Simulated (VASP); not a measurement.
Here is a VASP 6.6.1 calculation.

INCAR

```
  PREC = Accurate
  ENCUT = 520
  EDIFF = 1E-7
  ISMEAR = -1
  SIGMA = 0.1
  LREAL = False
  LASPH = True
  NELM = 100
  ALGO = Normal
  ISIF = 2
  LWAVE = False
  LCHARG = False
  GGA = B5
  ALDAX = 1.0
  AGGAX = 1.0
  AGGAC = 1.0
  ALDAC = 0.0
  NBANDS = 24
```

KPOINTS

```
regular mesh
0
Gamma
  16 16 5
```

The input POSCAR:

```
Fe
1.0
    2.4845588063      0.0000000000      0.0000000000
   -1.2422794032      2.1516910434      0.0000000000
    0.0000000000      0.0000000000      7.9878117839
Fe
4
Direct
    0.0000000000      0.0000000000      0.0000000000
    0.0000000000      0.0000000000      0.5000000000
    0.3333333333      0.6666666667      0.2500000000
    0.6666666667      0.3333333333      0.7500000000
```

Potentials or basis: VASP PAW PBE potentials, release 64 (Fe).

Run with:

```sh
$ cat potpaw_PBE.64/Fe/POTCAR > POTCAR
$ mpirun -np 1 vasp_std > vasp.out
```

**Question.** What does it give for the pressure?

**Answer.** 0.1 GPa.

**Question.** Predict the band gap on the k mesh.

**Answer.** Zero (bands 16 and 17 overlap by 1.69 eV).

Stress tensor (GPa, compression positive):
```
0.12 0.00 0.00
0.00 0.12 0.00
0.00 0.00 0.02
```

Caveat: the PAW data sets were made with another functional, which shifts forces and pressure a little; the run has no spin polarisation, though such a crystal can be magnetic. Spin polarisation is off, so any magnetic state and its effect on volume and gap are missing.
